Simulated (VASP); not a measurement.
# H4WC16 in VASP: further runs, part 2 of 2

VASP 6.6.1. The steps go on from the part before.

## Step 4: Single point, PBE

The input, INCAR:

```
ALGO     = Normal         # electronic algorithm
EDIFF    = 1E-6           # SCF threshold, eV
ENCUT    = 520            # plane-wave cutoff, eV
GGA      = PE             # functional
ISIF     = 2              # what is computed and relaxed
ISMEAR   = 0              # smearing method
LASPH    = True           # aspherical terms in the spheres
LCHARG   = False          # write CHGCAR
LREAL    = Auto         
LWAVE    = False          # write WAVECAR
NBANDS   = 57             # bands
NELM     = 80             # most SCF steps
PREC     = Accurate       # precision mode
SIGMA    = 0.02           # smearing width, eV
```

The input, KPOINTS:

```
k-points
0
Gamma
  3 3 1
```

The input, POSCAR:

```
H4WC16
1.0
    5.0487420000      0.0000000000      0.0000000000
    2.5243710000      4.3723390000      0.0000000000
    0.0000000000      0.0000000000     14.6764260000
H C W
4 16 1
Direct
    0.1666667848      0.1666666285      0.0681364795
    0.6666667848      0.1666666285      0.0681364795
    0.1666666285      0.6666667429      0.0681364795
    0.6666666285      0.6666667429      0.0681364795
    0.1666667848      0.1666666285      0.1430866071
    0.6666667848      0.1666666285      0.1430866071
    0.1666666285      0.6666667429      0.1430866071
    0.6666666285      0.6666667429      0.1430866071
   -0.1666666285      0.3333332571      0.1781963129
    0.3333333715      0.3333332571      0.1781963129
   -0.1666667848      0.8333333715      0.1781963129
    0.3333334133      0.8333333715      0.1781963129
   -0.1625758693      0.3310086432      0.2853440613
    0.3315705933      0.3310086432      0.2853445382
   -0.1618916480      0.8237933975      0.2814316646
    0.3411732286      0.8176557216      0.2918100088
    0.0070735057     -0.0018932658      0.3171445827
    0.4948192496     -0.0018930371      0.3171455367
   -0.0027367861      0.5054777317      0.3164786168
    0.5124313804      0.4751417948      0.3211357452
    0.7507550299      0.9984818195      0.4223080606
```

Potentials or basis: VASP PAW PBE potentials, release 64 (H, C, W_sv).

Launch:

```console
$ cat potpaw_PBE.64/H/POTCAR potpaw_PBE.64/C/POTCAR potpaw_PBE.64/W_sv/POTCAR > POTCAR
$ mpirun -np 1 vasp_std > vasp.out
```

OUTCAR:

```text
EDIFF = 1E-6
   ENCUT = 520
   GGA = PE
   ISIF = 2
   ISMEAR = 0
   LASPH = True
   LREAL = Auto
   NELM = 80
   PREC = Accurate

 ion  position               nearest neighbor table
   1  0.167  0.167  0.068-   5 1.10
   2  0.667  0.167  0.068-   6 1.10
   3  0.167  0.667  0.068-   7 1.10
   4  0.667  0.667  0.068-   8 1.10
   5  0.167  0.167  0.143-   1 1.10  10 1.55  12 1.55   9 1.55
   6  0.667  0.167  0.143-   2 1.10   9 1.55  11 1.55  10 1.55
   7  0.167  0.667  0.143-   3 1.10  11 1.55  12 1.55  10 1.55
   8  0.667  0.667  0.143-   4 1.10  12 1.55  11 1.55   9 1.55
   9  0.833  0.333  0.178-   6 1.55   5 1.55   8 1.55  13 1.57
  10  0.333  0.333  0.178-   5 1.55   6 1.55   7 1.55  14 1.57
  11  0.833  0.833  0.178-  15 1.52   8 1.55   6 1.55   7 1.55
  12  0.333  0.833  0.178-   8 1.55   5 1.55   7 1.55  16 1.67
  13  0.837  0.331  0.285-  20 1.52  17 1.53  19 1.53   9 1.57
  14  0.332  0.331  0.285-  20 1.52  18 1.53  19 1.53  10 1.57
  15  0.838  0.824  0.281-  19 1.48  11 1.52  17 1.59  18 1.59  21 2.20
  16  0.341  0.818  0.292-  18 1.51  17 1.51  20 1.56  12 1.67
  17  0.007  0.998  0.317-  16 1.51  13 1.53  15 1.59  21 2.01
  18  0.495  0.998  0.317-  16 1.51  14 1.53  15 1.59  21 2.01
  19  0.997  0.505  0.316-  15 1.48  14 1.53  13 1.53  21 2.66
  20  0.512  0.475  0.321-  13 1.52  14 1.52  16 1.56  21 2.56
  21  0.751  0.998  0.422-  18 2.01  17 2.01  15 2.20  20 2.56  19 2.66

  LATTYP: Found a hexagonal cell.
 ALAT       =     5.0487421480
 C/A-ratio  =     2.9069470315

  Lattice vectors:

 A1 = (  -2.5243710000,  -4.3723390000,   0.0000000000)
 A2 = (   5.0487420000,   0.0000000000,   0.0000000000)
 A3 = (   0.0000000000,   0.0000000000,  14.6764260000)

Analysis of symmetry for initial positions (statically):
=====================================================================
 Subroutine PRICEL returns:
 Original cell was already a primitive cell.

 Routine SETGRP: Setting up the symmetry group for a
 hexagonal supercell.

 Subroutine GETGRP returns: Found  1 space group operations
 (whereof  1 operations were pure point group operations)
 out of a pool of 24 trial point group operations.

The static configuration has the point symmetry C_1 .

Analysis of symmetry for dynamics (positions and initial velocities):
=====================================================================
 Subroutine PRICEL returns:
 Original cell was already a primitive cell.

 Routine SETGRP: Setting up the symmetry group for a
 hexagonal supercell.

 Subroutine GETGRP returns: Found  1 space group operations
 (whereof  1 operations were pure point group operations)
 out of a pool of 24 trial point group operations.

The dynamic configuration has the point symmetry C_1 .

 Subroutine INISYM returns: Found  1 space group operations
 (whereof  1 operations are pure point group operations),
 and found     1 'primitive' translations

----------------------------------------------------------------------------------------

                                     Primitive cell

  volume of cell :     323.9793

  direct lattice vectors                    reciprocal lattice vectors
     5.048742000  0.000000000  0.000000000     0.198069143 -0.114355268  0.000000000
[... 81 lines left out ...]
  0.000000  0.000000  0.000000      1.000000
  0.333333  0.000000  0.000000      2.000000
  0.333333  0.333333  0.000000      2.000000
  0.000000  0.333333  0.000000      2.000000
 -0.333333  0.333333  0.000000      2.000000
   k-points           NKPTS =      5   k-points in BZ     NKDIM =      5   number of bands    NBANDS=     57
   number of dos      NEDOS =    301   number of ions     NIONS =     21
   total plane-waves  NPLWV = 179200
   dimension x,y,z NGX =    40 NGY =   40 NGZ =  112
   dimension x,y,z NGXF=    80 NGYF=   80 NGZF=  224
   ions per type =               4  16   1
   NGX,Y,Z   is equivalent  to a cutoff of  13.17, 13.17, 12.69 a.u.
   NGXF,Y,Z  is equivalent  to a cutoff of  26.34, 26.34, 25.37 a.u.
 SYSTEM =  unknown system
   PREC   = accura    normal or accurate (medium, high low for compatibility)
   ISTART =      0    job   : 0-new  1-cont  2-samecut
   ICHARG =      2    charge: 1-file 2-atom 10-const
   ISPIN  =      1    spin polarized calculation?
   LNONCOLLINEAR =      F non collinear calculations
   LSORBIT =      F    spin-orbit coupling
   LASPH  =      T    aspherical Exc in radial PAW
   ENCUT  =  520.0 eV  38.22 Ry    6.18 a.u.   9.39  9.39 27.29*2*pi/ulx,y,z
   NELM   =     80;   NELMIN=  2; NELMDL= -5     # of ELM steps
   EDIFF  = 0.1E-05   stopping-criterion for ELM
   LREAL  =      T    real-space projection
   EDIFFG = 0.1E-04   stopping-criterion for IOM
   NSW    =      0    number of steps for IOM
   IBRION =     -1    ionic relax: 0-MD 1-quasi-New 2-CG
   NFREE  =      0    steps in history (QN), initial steepest desc. (CG)
   ISIF   =      2    stress and relaxation
   ISYM   =      2    0-nonsym 1-usesym 2-fastsym
   POTIM  = 0.5000    time-step for ionic-motion
   TEBEG  =    0.0;   TEEND  =   0.0 temperature during run
   PSTRESS=    0.0 pullay stress
   NELECT =      82.0000    total number of electrons
   NUPDOWN=      -1.0000    fix difference up-down
   EMIN   =  10.00;   EMAX   =-10.00  energy-range for DOS
   EFERMI =   0.00;   METHOD = LEGACY
   ISMEAR =     0;   SIGMA  =   0.02  broadening in eV -4-tet -1-fermi 0-gaus
   EFERMI_NEDOS =   21; number of points for ismear=-14 and -15
   IALGO  =     38    algorithm
   IMIX   =      4    mixing-type and parameters
     AMIX     =   0.40;   BMIX     =  1.00
     AMIX_MAG =   1.60;   BMIX_MAG =  1.00
  volume/ion in A,a.u.               =      15.43       104.11
  Fermi-wavevector in a.u.,A,eV,Ry     =   1.035556  1.956917 14.590570  1.072377
  Thomas-Fermi vector in A             =   2.169905
   LORBIT       =      0    0 simple, 1 ext, 2 COOP (PROOUT), +10 PAW based schemes
   GGA     = PE    functional components
   LHFCALC =     F    Hartree Fock is set to
   AEXX    =    0.0000 exact exchange contribution
   IVDW    =     0    specifies the selected vdW correction
   LEPSILON=     F    determine dielectric tensor
   LRPA    =     F    only Hartree local field effects (RPA)
 non-spin polarized calculation
 Gauss-broadening in eV      SIGMA  =   0.02
  energy-cutoff  :      520.00
  volume of cell :      323.98
 maximum number of plane-waves:      8731
 NGX is ok and might be reduce to    40
   NGX = 19   NGY = 19   NGZ = 55

 number of electron      81.9999996 magnetization

 Free energy of the ion-electron system (eV)
  ---------------------------------------------------
  ext. energy  EPLUGINS =         0.00000000
  ---------------------------------------------------
  free energy    TOTEN  =      -162.82945168 eV

  energy without entropy =     -162.82688219  energy(sigma->0) =     -162.82816693

 E-fermi :   1.4682     XC(G=0):  -6.2421

 val. band max:        1.4494798275   @ k =   0.0000   0.0000   0.0000
 cond. band min:       1.4778845595   @ k =   0.0000   0.0000   0.0000
 fundamental gap:      0.0284047320
 Fermi energy:         1.4682317873

 k-point     1 :       0.0000    0.0000    0.0000
  band No.  band energies     occupation
      1     -73.1998      2.00000
      2     -37.8845      2.00000
      3     -37.3692      2.00000
      4     -37.1583      2.00000
      5     -19.2964      2.00000
      6     -16.6144      2.00000
[... 269 lines left out ...]
     52       7.1304      0.00000
     53       7.3645      0.00000
 [bands above 53 left out]

------------------------ aborting loop because EDIFF is reached ----------------------------------------

  FORCE on cell =-STRESS in cart. coord.  units (eV):
  Direction    XX          YY          ZZ          XY          YZ          ZX
  --------------------------------------------------------------------------------------
  -------------------------------------------------------------------------------------
  Total        2.3434940     -7.2605847     -1.2709394      0.0001954      0.0488567      0.0002965
  in kB       11.5892975    -35.9058214     -6.2851857      0.0009665      0.2416116      0.0014664
  external PRESSURE =     -10.2005699 kB  Pullay stress =       0.0000000 kB

 VOLUME and BASIS-vectors are now :
 -----------------------------------------------------------------------------
  energy-cutoff  :      520.00
  volume of cell :      323.98
      direct lattice vectors                 reciprocal lattice vectors
     5.048742000  0.000000000  0.000000000     0.198069143 -0.114355268  0.000000000
     2.524371000  4.372339000  0.000000000     0.000000000  0.228710537  0.000000000
     0.000000000  0.000000000 14.676426000     0.000000000  0.000000000  0.068136480

 POSITION                                       TOTAL-FORCE (eV/Angst)
 -----------------------------------------------------------------------------------
      1.26219      0.72872      1.00000         0.000024     -0.092114     -0.240658
      3.78656      0.72872      1.00000         0.000017     -0.019856     -0.194056
      2.52437      2.91489      1.00000        -0.056395      0.046976     -0.197575
      5.04874      2.91489      1.00000         0.056428      0.046980     -0.197578
      1.26219      0.72872      2.10000         0.000008     -0.004999      1.422598
      3.78656      0.72872      2.10000         0.000004      0.148323      1.185258
[... 13 lines left out ...]
      3.78657      2.07748      4.71313        -0.000455      0.013553      0.024993
      6.31091      4.36570      6.19797         0.000164      0.006072      0.097449
 -----------------------------------------------------------------------------------
    total drift:                               -0.000309      0.006332     -0.037467

  FREE ENERGIE OF THE ION-ELECTRON SYSTEM (eV)
  ---------------------------------------------------
  free  energy   TOTEN  =      -162.8294516762 eV

  energy  without entropy=     -162.8268821890  energy(sigma->0) =     -162.82816693
```

Run time: 2.8 min. Hardware: 1 thread of Intel Xeon Platinum 8375C at 2.90GHz (Ice Lake), shared host; peak memory 0.43 GiB.

What came out:

- Free energy: -162.8295 eV
- Largest force: 2.040 eV/Å
- Band gap on the k mesh: 0.03 eV, direct

Forces on the atoms (eV/Å):
```
H    0.000 -0.092 -0.241
H    0.000 -0.020 -0.194
H   -0.056  0.047 -0.198
H    0.056  0.047 -0.198
C    0.000 -0.005  1.423
C    0.000  0.148  1.185
C    0.212 -0.095  1.350
C   -0.212 -0.095  1.350
C    0.202  0.051 -1.143
C   -0.202  0.051 -1.142
C    0.000  0.559 -1.962
C    0.000 -0.595 -0.338
C    0.007  0.000 -0.016
C   -0.007  0.000 -0.016
C    0.000  0.011 -0.008
C    0.000 -0.011 -0.016
C    0.020 -0.002  0.006
C   -0.020 -0.002  0.006
C    0.000 -0.016  0.028
C    0.000  0.014  0.025
W    0.000  0.006  0.097
```

Levels at points of the mesh, in eV from the valence-band top:
```
           k point  band 37  band 38  band 39  band 40  band 41  band 42  band 43  band 44  band 45  band 46
(0.00, 0.00, 0.00)    -2.02    -1.37    -1.27    -1.17     0.00     0.03     0.51     1.14     2.13     2.42
```

Caveat: the k points lie up to 0.48 Å⁻¹ apart; spin-orbit coupling is left out, which moves the levels of the heavy elements.

## Step 5: Single point, PBE

The input, INCAR:

```
ALGO = Normal ; EDIFF = 1E-6
ENCUT = 520 ; GGA = PE
ISIF = 2 ; ISMEAR = 0
LASPH = True ; LCHARG = False
LREAL = Auto ; LWAVE = False
NBANDS = 57 ; NELM = 100
PREC = Accurate ; SIGMA = 0.02
```

KPOINTS is that of step 4.

The input, POSCAR:

```
H4WC16
1.0
    5.0487420000      0.0000000000      0.0000000000
    2.5243710000      4.3723390000      0.0000000000
    0.0000000000      0.0000000000     14.6764260000
H C W
4 16 1
Direct
    0.1666667848      0.1666666285      0.0681364795
    0.6666667848      0.1666666285      0.0681364795
    0.1666666285      0.6666667429      0.0681364795
    0.6666666285      0.6666667429      0.0681364795
    0.1666667848      0.1666666285      0.1430866071
    0.6666667848      0.1666666285      0.1430866071
    0.1666666285      0.6666667429      0.1430866071
    0.6666666285      0.6666667429      0.1430866071
   -0.1666666285      0.3333332571      0.1781963129
    0.3333333715      0.3333332571      0.1781963129
   -0.1666665867      0.8333333715      0.1781963129
    0.3333334133      0.8333333715      0.1781963129
   -0.1605825176      0.3300020881      0.2838852593
    0.3305823265      0.3300018594      0.2838860769
   -0.1607854260      0.8215742192      0.2837066054
    0.3409011183      0.8181947923      0.2930102329
    0.0066771329     -0.0037510815      0.3176524721
    0.4970727542     -0.0037554270      0.3176525402
    0.0008097527      0.4983826734      0.3141017438
    0.5123921035      0.4752195564      0.3212262304
    0.7075543950      1.0848751664      0.4198941895
```

Launch:

```console
$ cat potpaw_PBE.64/H/POTCAR potpaw_PBE.64/C/POTCAR potpaw_PBE.64/W_sv/POTCAR > POTCAR
$ mpirun -np 1 vasp_std > vasp.out
```

Wall time 3.5 min (1 thread of Intel Xeon Platinum 8375C at 2.90GHz (Ice Lake), shared host); peak memory 0.44 GiB.

It converged, with:

```
Free energy            : -162.9748 eV
Largest force          : 1.583 eV/Å
Band gap on the k mesh : 0.04 eV, direct
```

Forces on the atoms (eV/Å):
```
H    0.000 -0.087 -0.219
H    0.000 -0.026 -0.206
H   -0.033  0.033 -0.190
H    0.033  0.033 -0.190
C    0.000 -0.031  1.399
C    0.000  0.094  1.076
C    0.173 -0.026  1.439
C   -0.173 -0.026  1.439
C    0.034 -0.140 -1.458
C   -0.034 -0.140 -1.458
C    0.000  0.457 -1.516
C    0.000 -0.586 -0.144
C    0.012 -0.003 -0.038
C   -0.012 -0.003 -0.038
C    0.000 -0.011  0.037
C    0.000 -0.009  0.013
C    0.017 -0.022  0.006
C   -0.017 -0.022  0.006
C    0.000 -0.052 -0.029
C    0.000  0.027  0.013
W    0.000  0.539  0.058
```

Levels at points of the mesh, in eV from the valence-band top:
```
           k point  band 39  band 40  band 41  band 42  band 43  band 44
(0.00, 0.00, 0.00)    -1.43    -1.41     0.00     0.04     0.37     1.09
```

Caveat: the k points lie up to 0.48 Å⁻¹ apart; spin-orbit coupling is left out, which moves the levels of the heavy elements.
